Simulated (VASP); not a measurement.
A run of VASP 6.6.1 is set up as follows.

File INCAR:

```
PREC = Accurate ; ENCUT = 520
EDIFF = 1E-6 ; ISMEAR = 0
SIGMA = 0.02 ; LREAL = F
LASPH = T ; NELM = 100
ALGO = Normal ; ISIF = 2
LWAVE = F ; LCHARG = F
GGA = PE ; NBANDS = 26
```

File KPOINTS:

```
Automatic mesh
0
Gamma
  12 12 6
```

File POSCAR:

```
GaN
1.0
    3.0896354800     -0.0017671683      0.0000000000
   -1.5464278616      2.8218220123      0.0000000000
    0.0000000000      0.0000000000      5.2750308643
Ga N
2 2
Direct
    0.6650288088      0.3301676547      0.5008229765
    0.3349711912      0.6698323453      1.0008229765
    0.6615041568      0.3234641208      0.8741770235
    0.3384958432      0.6765358792      0.3741770235
```

Potentials or basis: VASP PAW PBE potentials, release 64 (Ga_d, N).

Command:

```sh
$ cat potpaw_PBE.64/Ga_d/POTCAR potpaw_PBE.64/N/POTCAR > POTCAR
$ mpirun -np 1 vasp_std > vasp.out
```

Q: What does it give for the pressure?

A: 4.1 GPa.

Q: Estimate the band gap on the k mesh.

A: 1.59 eV.

Stress tensor (GPa, compression positive):
```
12.06  0.11  0.00
 0.11  0.13  0.00
 0.00  0.00  0.09
```

Caveat: the cell differs from its parent crystal (uniaxial strain along a: -4.0 %, then relaxed in part); the cell stands under pressure.
